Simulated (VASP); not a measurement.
Wanted: the native input for a VASP 6.6.1 run.

- Task: relaxation of cell and atoms
- Functional: PBE
- Potentials or basis: VASP PAW PBE potentials, release 64 (Al, B, N)
- Cutoff: 600 eV
- k mesh: 12 × 12 × 2
- Occupations: gaussian, width 0.02 eV
- Spin: no spin polarisation
- Dipole correction: no
- Further INCAR settings: ALGO = Normal; EDIFF = 1e-07; IBRION = 2; EDIFFG = -0.01; NSW = 100; ISIF = 3

The structure of Al2BN3 lies in POSCAR:

```
Al2BN3
1.0
    3.1171191642      0.0000000000      0.0000000000
   -1.5585595821      2.6995043828      0.0000000000
    0.0000000000      0.0000000000     12.8811433884
Al B N
4 2 6
Direct
    0.3333333333      0.6666666667      0.0911893585
    0.3333333333      0.6666666667      0.4088106415
    0.6666666667      0.3333333333      0.5911893585
    0.6666666667      0.3333333333      0.9088106415
    0.3333333333      0.6666666667      0.7500000000
    0.6666666667      0.3333333333      0.2500000000
    0.3333333333      0.6666666667      0.2500000000
    0.3333333333      0.6666666667      0.5890936981
    0.3333333333      0.6666666667      0.9109063019
    0.6666666667      0.3333333333      0.0890936981
    0.6666666667      0.3333333333      0.4109063019
    0.6666666667      0.3333333333      0.7500000000
```

One way to write it, as run:

INCAR

```
SYSTEM = Al2BN3
PREC     = Accurate       ! precision mode
ENCUT    = 600            ! plane-wave cutoff, eV
EDIFF    = 1E-7           ! SCF threshold, eV
ISMEAR   = 0              ! smearing method
SIGMA    = 0.02           ! smearing width, eV
LREAL    = .False.        ! projectors in reciprocal space
LASPH    = .True.         ! aspherical terms in the spheres
NELM     = 100            ! most SCF steps
ALGO     = Normal         ! electronic algorithm
ISIF     = 3              ! what is computed and relaxed
LWAVE    = .False.        ! write WAVECAR
LCHARG   = .False.        ! write CHGCAR
GGA      = PE             ! functional
IBRION   = 2              ! ionic algorithm
NSW      = 100            ! ionic steps
EDIFFG   = -0.01          ! ionic threshold
```

KPOINTS

```
Automatic mesh
0
Gamma
  12 12 2
  0 0 0
```

Potentials or basis: VASP PAW PBE potentials, release 64 (Al, B, N).

Launch:

```sh
$ cat potpaw_PBE.64/Al/POTCAR potpaw_PBE.64/B/POTCAR potpaw_PBE.64/N/POTCAR > POTCAR
$ mpirun -np 1 vasp_std > vasp.out
```

Results of the run:

- Relaxed volume: 9.02 Å³/atom
- Relaxed cell: a = 3.116 Å, b = 3.116 Å, c = 12.874 Å, α = 90.00°, β = 90.00°, γ = 120.00°
- Space group after relaxing (to 0.1 Å): P6_3/mmc (No. 194)
- Energy gained by relaxing: 0.0 meV/atom
- Ionic steps: 3
- Pressure after relaxing: 0.0 GPa
- Band gap on the k mesh: 1.83 eV

It took 3.4 min on 1 thread of AMD EPYC 9R45 96-Core Processor (Zen 5), on a shared host, peak memory 0.33 GiB.
